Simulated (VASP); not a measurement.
# MgS (Fm-3m) in VASP: further runs

MgS is run at these levels: LDA; tasks: single point, relaxation of cell and atoms.

All numbers are computed with VASP 6.6.1; they aren't measurements. Logs are shortened: lines on timing, memory, paths and dates and some standing lists are left out, and cuts for length are marked.

**1. The cell of the first run**

The structure is cubic, space group Fm-3m (No. 225). The conventional cell has a = 5.130 Å, b = 5.130 Å, c = 5.130 Å, α = 90.00°, β = 90.00°, γ = 90.00°. Within 3.4 Å of Mg (site symmetry m-3m) lie 6 S at 2.56 Å. S (site symmetry m-3m) has 6 Mg at 2.56 Å within 3.4 Å.

**2. Single point, LDA**

The input, INCAR:

```
ALGO = Normal
EDIFF = 1E-6
ENCUT = 600
GGA_COMPAT = F
ISIF = 2
ISMEAR = 0
LASPH = T
LCHARG = F
LREAL = F
LWAVE = F
NBANDS = 11
NELM = 120
PREC = Accurate
SIGMA = 0.02
```

The input, KPOINTS:

```
k-points
0
Gamma
  8 8 8
```

The input, POSCAR:

```
MgS
1.0
    0.0000000000      2.5648455762      2.5648455762
    2.5648455762      0.0000000000      2.5648455762
    2.5648455762      2.5648455762      0.0000000000
Mg S
1 1
Direct
    0.0000000000      0.0000000000      0.0000000000
    0.5000000000      0.5000000000      0.5000000000
```

Potentials or basis: VASP PAW LDA potentials, release 64 (Mg, S).

Launch:

```bash
cat potpaw_LDA.64/Mg/POTCAR potpaw_LDA.64/S/POTCAR > POTCAR
mpirun -np 1 vasp_std > vasp.out
```

OUTCAR:

```text
EDIFF = 1E-6
   ENCUT = 600
   ISIF = 2
   ISMEAR = 0
   LASPH = T
   LREAL = F
   NELM = 120
   PREC = Accurate

 ion  position               nearest neighbor table
   1  0.000  0.000  0.000-   2 2.56   2 2.56   2 2.56   2 2.56   2 2.56   2 2.56
   2  0.500  0.500  0.500-   1 2.56   1 2.56   1 2.56   1 2.56   1 2.56   1 2.56

  LATTYP: Found a face centered cubic cell.
 ALAT       =     5.1296911524

  Lattice vectors:

 A1 = (   0.0000000000,   2.5648455762,   2.5648455762)
 A2 = (   2.5648455762,   0.0000000000,   2.5648455762)
 A3 = (   2.5648455762,   2.5648455762,   0.0000000000)

Analysis of symmetry for initial positions (statically):
=====================================================================
 Subroutine PRICEL returns:
 Original cell was already a primitive cell.

 Routine SETGRP: Setting up the symmetry group for a
 face centered cubic supercell.

 Subroutine GETGRP returns: Found 48 space group operations
 (whereof 48 operations were pure point group operations)
 out of a pool of 48 trial point group operations.

The static configuration has the point symmetry O_h .

Analysis of symmetry for dynamics (positions and initial velocities):
=====================================================================
 Subroutine PRICEL returns:
 Original cell was already a primitive cell.

 Routine SETGRP: Setting up the symmetry group for a
 face centered cubic supercell.

 Subroutine GETGRP returns: Found 48 space group operations
 (whereof 48 operations were pure point group operations)
 out of a pool of 48 trial point group operations.

The dynamic configuration has the point symmetry O_h .

 Subroutine INISYM returns: Found 48 space group operations
 (whereof 48 operations are pure point group operations),
 and found     1 'primitive' translations

----------------------------------------------------------------------------------------

                                     Primitive cell

  volume of cell :      33.7453

  direct lattice vectors                    reciprocal lattice vectors
     0.000000000  2.564845576  2.564845576    -0.194943510  0.194943510  0.194943510
     2.564845576  0.000000000  2.564845576     0.194943510 -0.194943510  0.194943510
     2.564845576  2.564845576  0.000000000     0.194943510  0.194943510 -0.194943510

  length of vectors
     3.627239399  3.627239399  3.627239399     0.337652064  0.337652064  0.337652064

  position of ions in fractional coordinates (direct lattice)
     0.000000000  0.000000000  0.000000000
     0.500000000  0.500000000  0.500000000

  ion indices of the primitive-cell ions
   primitive index   ion index
                 1           1
                 2           2

----------------------------------------------------------------------------------------

 KPOINTS: k-points

Automatic generation of k-mesh.
 Grid dimensions read from file:
 generate k-points for:    8    8    8

 Generating k-lattice:

  Cartesian coordinates                     Fractional coordinates (reciprocal lattice)
    -0.024367939  0.024367939  0.024367939     0.125000000  0.000000000  0.000000000
     0.024367939 -0.024367939  0.024367939     0.000000000  0.125000000  0.000000000
     0.024367939  0.024367939 -0.024367939     0.000000000  0.000000000  0.125000000

  Length of vectors
     0.042206508  0.042206508  0.042206508

  Shift w.r.t. Gamma in fractional coordinates (k-lattice)
     0.000000000  0.000000000  0.000000000

 Subroutine IBZKPT returns following result:
 ===========================================

 Found     29 irreducible k-points:

 Following reciprocal coordinates:
            Coordinates               Weight
  0.000000  0.000000  0.000000      1.000000
  0.125000  0.000000  0.000000      8.000000
  0.250000  0.000000  0.000000      8.000000
  0.375000  0.000000  0.000000      8.000000
  0.500000  0.000000  0.000000      4.000000
  0.125000  0.125000  0.000000      6.000000
[... 16 lines left out ...]
  0.500000  0.250000  0.125000     48.000000
 -0.375000  0.250000  0.125000     24.000000
 [... further k-points ...]
   k-points           NKPTS =     29   k-points in BZ     NKDIM =     29   number of bands    NBANDS=     11
   number of dos      NEDOS =    301   number of ions     NIONS =      2
   total plane-waves  NPLWV =  27000
   dimension x,y,z NGX =    30 NGY =   30 NGZ =   30
   dimension x,y,z NGXF=    60 NGYF=   60 NGZF=   60
   ions per type =               1   1
   NGX,Y,Z   is equivalent  to a cutoff of  13.75, 13.75, 13.75 a.u.
   NGXF,Y,Z  is equivalent  to a cutoff of  27.50, 27.50, 27.50 a.u.
 SYSTEM =  unknown system
   PREC   = accura    normal or accurate (medium, high low for compatibility)
   ISTART =      0    job   : 0-new  1-cont  2-samecut
   ICHARG =      2    charge: 1-file 2-atom 10-const
   ISPIN  =      1    spin polarized calculation?
   LNONCOLLINEAR =      F non collinear calculations
   LSORBIT =      F    spin-orbit coupling
   LASPH  =      T    aspherical Exc in radial PAW
   ENCUT  =  600.0 eV  44.10 Ry    6.64 a.u.   7.24  7.24  7.24*2*pi/ulx,y,z
   NELM   =    120;   NELMIN=  2; NELMDL= -5     # of ELM steps
   EDIFF  = 0.1E-05   stopping-criterion for ELM
   LREAL  =      F    real-space projection
   EDIFFG = 0.1E-04   stopping-criterion for IOM
   NSW    =      0    number of steps for IOM
   IBRION =     -1    ionic relax: 0-MD 1-quasi-New 2-CG
   NFREE  =      0    steps in history (QN), initial steepest desc. (CG)
   ISIF   =      2    stress and relaxation
   ISYM   =      2    0-nonsym 1-usesym 2-fastsym
   POTIM  = 0.5000    time-step for ionic-motion
   TEBEG  =    0.0;   TEEND  =   0.0 temperature during run
   PSTRESS=    0.0 pullay stress
   NELECT =       8.0000    total number of electrons
   NUPDOWN=      -1.0000    fix difference up-down
   EMIN   =  10.00;   EMAX   =-10.00  energy-range for DOS
   EFERMI =   0.00;   METHOD = LEGACY
   ISMEAR =     0;   SIGMA  =   0.02  broadening in eV -4-tet -1-fermi 0-gaus
   EFERMI_NEDOS =   21; number of points for ismear=-14 and -15
   IALGO  =     38    algorithm
   IMIX   =      4    mixing-type and parameters
     AMIX     =   0.40;   BMIX     =  1.00
     AMIX_MAG =   1.60;   BMIX_MAG =  1.00
  volume/ion in A,a.u.               =      16.87       113.86
  Fermi-wavevector in a.u.,A,eV,Ry     =   1.013212  1.914693 13.967718  1.026598
  Thomas-Fermi vector in A             =   2.146367
   LORBIT       =      0    0 simple, 1 ext, 2 COOP (PROOUT), +10 PAW based schemes
   GGA     = CA    functional components
   LHFCALC =     F    Hartree Fock is set to
   AEXX    =    0.0000 exact exchange contribution
   IVDW    =     0    specifies the selected vdW correction
   LEPSILON=     F    determine dielectric tensor
   LRPA    =     F    only Hartree local field effects (RPA)
 non-spin polarized calculation
 Gauss-broadening in eV      SIGMA  =   0.02
  energy-cutoff  :      600.00
  volume of cell :       33.75
 maximum number of plane-waves:      1158
 NGX is ok and might be reduce to    30
   NGX = 15   NGY = 15   NGZ = 15

 number of electron       8.0000001 magnetization

 Free energy of the ion-electron system (eV)
  ---------------------------------------------------
  ext. energy  EPLUGINS =         0.00000000
  ---------------------------------------------------
  free energy    TOTEN  =        -9.59240470 eV

  energy without entropy =       -9.59240470  energy(sigma->0) =       -9.59240470

 E-fermi :   4.1297     XC(G=0): -10.1648

 val. band max:        3.9742690890   @ k =   0.0000   0.0000   0.0000
 cond. band min:       6.6226887773   @ k =   0.5000   0.5000   0.0000
 fundamental gap:      2.6484196882
 Fermi energy:         4.1296569887

 k-point     1 :       0.0000    0.0000    0.0000
  band No.  band energies     occupation
      1      -8.9179      2.00000
      2       3.9743      2.00000
      3       3.9743      2.00000
      4       3.9743      2.00000
      5       7.8108      0.00000
      6      11.7807      0.00000
      7      11.7807      0.00000
      8      11.7807      0.00000
      9      14.2834      0.00000
     10      14.2834      0.00000
     11      16.4274      0.00000

 k-point     2 :       0.1250    0.0000    0.0000
  band No.  band energies     occupation
      1      -8.7541      2.00000
      2       2.8695      2.00000
      3       3.8625      2.00000
      4       3.8625      2.00000
      5       8.6073      0.00000
      6      11.4944      0.00000
      7      12.0484      0.00000
      8      12.0484      0.00000
      9      13.6343      0.00000
     10      13.6343      0.00000
     11      16.6973      0.00000

 k-point     3 :       0.2500    0.0000    0.0000
  band No.  band energies     occupation
      1      -8.3072      2.00000
      2       1.0078      2.00000
      3       3.6208      2.00000
      4       3.6208      2.00000
      5       8.9068      0.00000
      6      11.6905      0.00000
      7      11.6905      0.00000
      8      12.3676      0.00000
      9      14.2183      0.00000
     10      14.2183      0.00000
     11      15.8722      0.00000

 k-point     4 :       0.3750    0.0000    0.0000
  band No.  band energies     occupation
      1      -7.7520      2.00000
      2      -0.5369      2.00000
      3       3.4097      2.00000
      4       3.4097      2.00000
      5       8.5650      0.00000
      6      11.0159      0.00000
      7      11.0159      0.00000
      8      13.9703      0.00000
      9      15.5294      0.00000
     10      16.2475      0.00000
     11      16.2475      0.00000
[... 239 lines left out ...]
 k-point    22 :       0.3750    0.2500    0.1250
  band No.  band energies     occupation
      1      -7.9549      2.00000
      2       0.7339      2.00000
      3       2.3932      2.00000
      4       3.2369      2.00000
      5       9.7640      0.00000
      6      10.3097      0.00000
      7      11.0491      0.00000
      8      13.1991      0.00000
      9      14.0862      0.00000
     10      17.0336      0.00000
     11      18.9154      0.00000

 k-point    23 :       0.5000    0.2500    0.1250
  band No.  band energies     occupation
      1      -7.4824      2.00000
      2      -0.1817      2.00000
      3       1.8202      2.00000
      4       2.8974      2.00000
      5       9.5240      0.00000
      6      10.2996      0.00000
      7      11.7402      0.00000
      8      13.0109      0.00000
      9      15.7044      0.00000
     10      18.3076      0.00000
     11      18.9730      0.00000

 k-point    24 :      -0.3750    0.2500    0.1250
  band No.  band energies     occupation
      1      -7.2523      2.00000
      2      -0.6165      2.00000
      3       1.6703      2.00000
      4       2.7245      2.00000
      5       9.4657      0.00000
      6      10.0161      0.00000
      7      12.3718      0.00000
      8      13.4680      0.00000
      9      16.2654      0.00000
     10      17.3821      0.00000
     11      19.5928      0.00000

 [... further k-points ...]
[... 5 lines left out ...]
  --------------------------------------------------------------------------------------
  -------------------------------------------------------------------------------------
  Total       -0.1250541     -0.1250541     -0.1250541      0.0000000      0.0000000     -0.0000000
  in kB       -5.9373818     -5.9373818     -5.9373818      0.0000000      0.0000000     -0.0000000
  external PRESSURE =      -5.9373818 kB  Pullay stress =       0.0000000 kB

 VOLUME and BASIS-vectors are now :
 -----------------------------------------------------------------------------
  energy-cutoff  :      600.00
  volume of cell :       33.75
      direct lattice vectors                 reciprocal lattice vectors
     0.000000000  2.564845576  2.564845576    -0.194943510  0.194943510  0.194943510
     2.564845576  0.000000000  2.564845576     0.194943510 -0.194943510  0.194943510
     2.564845576  2.564845576  0.000000000     0.194943510  0.194943510 -0.194943510

 POSITION                                       TOTAL-FORCE (eV/Angst)
 -----------------------------------------------------------------------------------
      0.00000      0.00000      0.00000        -0.000000     -0.000000      0.000000
      2.56485      2.56485      2.56485         0.000000      0.000000     -0.000000
 -----------------------------------------------------------------------------------
    total drift:                               -0.000000     -0.000000      0.000000

  FREE ENERGIE OF THE ION-ELECTRON SYSTEM (eV)
  ---------------------------------------------------
  free  energy   TOTEN  =        -9.5924047011 eV

  energy  without entropy=       -9.5924047011  energy(sigma->0) =       -9.59240470
```

Run time: 14 s. Hardware: 1 thread of Intel Xeon Platinum 8488C (Sapphire Rapids), shared host; peak memory 0.15 GiB.

What came out:

```yaml
Free_energy: -9.5924 eV
Pressure: -0.6 GPa
Band_gap_on_the_k_mesh: 2.65 eV (least direct gap 3.84 eV)
```

A k mesh can miss the band edges.

**3. Single point, LDA**

The input, INCAR:

```
SYSTEM = MgS
PREC = Accurate
ENCUT = 600
EDIFF = 1E-6
ISMEAR = 0
SIGMA = 0.02
LREAL = .False.
LASPH = .True.
NELM = 120
ALGO = Normal
ISIF = 2
LWAVE = .False.
LCHARG = .True.
LELF = .True.
LVHAR = .True.
NBANDS = 11
GGA_COMPAT = .False.
```

The input, KPOINTS:

```
Automatic mesh
0
Gamma
  8 8 8
  0 0 0
```

POSCAR is that of step 2.

Potentials or basis: VASP PAW LDA potentials, release 64 (Mg, S).

Launch:

```bash
cat potpaw_LDA.64/Mg/POTCAR potpaw_LDA.64/S/POTCAR > POTCAR
mpirun -np 1 vasp_std > vasp.out
```

It took 13 s on 1 thread of Intel Xeon Platinum 8488C (Sapphire Rapids), shared host; peak memory 0.15 GiB.

It converged, with:

```yaml
Free_energy: -9.5924 eV
Pressure: -0.6 GPa
Band_gap_on_the_k_mesh: 2.65 eV (least direct gap 3.84 eV)
```

Levels at points of the mesh, in eV from the valence-band top:
```csv
k point,band 1,band 2,band 3,band 4,band 5,band 6,band 7,band 8
"(0.00, 0.00, 0.00)",-12.89,0.00,0.00,0.00,3.84,7.81,7.81,7.81
"(0.50, 0.00, 0.00)",-11.44,-5.14,-0.64,-0.64,4.44,6.79,6.79,10.30
"(0.50, 0.50, 0.00)",-11.03,-4.48,-1.81,-1.81,2.65,4.12,12.22,12.88
```

A k mesh can miss the band edges.

**4. Relaxation of cell and atoms, LDA**

This run uses another cell than the first one, of 17.47 Å³/atom.

The input, INCAR:

```
ALGO = Normal
EDIFF = 1E-7
EDIFFG = -0.002
ENCUT = 600
GGA = CA
GGA_COMPAT = F
IBRION = 2
ISIF = 3
ISMEAR = 0
LASPH = T
LCHARG = F
LREAL = F
LWAVE = F
NELM = 120
NELMIN = 4
NSW = 100
PREC = Accurate
SIGMA = 0.02
```

The input, KPOINTS:

```
k-points
0
Gamma
  8 8 8
```

The input, POSCAR:

```
MgS
1.0
    0.0000000000      2.5950000000      2.5950000000
    2.5950000000      0.0000000000      2.5950000000
    2.5950000000      2.5950000000      0.0000000000
Mg S
1 1
Direct
    0.0000000000      0.0000000000      0.0000000000
    0.5000000000      0.5000000000      0.5000000000
```

Launch:

```bash
cat potpaw_LDA.64/Mg/POTCAR potpaw_LDA.64/S/POTCAR > POTCAR
mpirun -np 1 vasp_std > vasp.out
```

It took 21 s on 1 thread of Intel Xeon Platinum 8488C (Sapphire Rapids), shared host; peak memory 0.15 GiB.

It converged, with:

* Free energy: -9.5929 eV
* Relaxed volume: 16.76 Å³/atom
* Relaxed cell: a = 3.619 Å, b = 3.619 Å, c = 3.619 Å, α = 60.00°, β = 60.00°, γ = 60.00°
* Space group after relaxing (to 0.1 Å): Fm-3m (No. 225)
* Energy gained by relaxing: 7.6 meV/atom
* Ionic steps: 3
* Pressure after relaxing: 0.0 GPa
* Band gap on the k mesh: 2.66 eV (least direct gap 3.89 eV)

Step by step:
| step | energy change (eV) | largest force (eV/Å) | pressure (GPa) | volume (Å³) |
| --- | --- | --- | --- | --- |
| 1 | 0.0000 | 0.0000 | -3.28 | 34.95 |
| 2 | -0.0143 | 0.0000 | 0.89 | 33.17 |
| 3 | -0.0152 | 0.0000 | 0.00 | 33.51 |

Final structure:
```yaml
crystal:
  lattice:
    - [0.00000, 2.55889, 2.55889]
    - [2.55889, 0.00000, 2.55889]
    - [2.55889, 2.55889, 0.00000]
  atoms:
    - { symbol: Mg, position: [0.00000, 0.00000, 0.00000] }
    - { symbol: S, position: [0.50000, 0.50000, 0.50000] }
```

Levels at points of the mesh, in eV from the valence-band top:
| k point | band 2 | band 3 | band 4 | band 5 | band 6 | band 7 |
| --- | --- | --- | --- | --- | --- | --- |
| (0.00, 0.00, 0.00) | 0.00 | 0.00 | 0.00 | 3.89 | 7.80 | 7.80 |
| (0.50, 0.00, 0.00) | -5.18 | -0.65 | -0.65 | 4.45 | 6.80 | 6.80 |
| (0.50, 0.50, 0.00) | -4.52 | -1.82 | -1.82 | 2.66 | 4.09 | 12.29 |

A k mesh can miss the band edges.
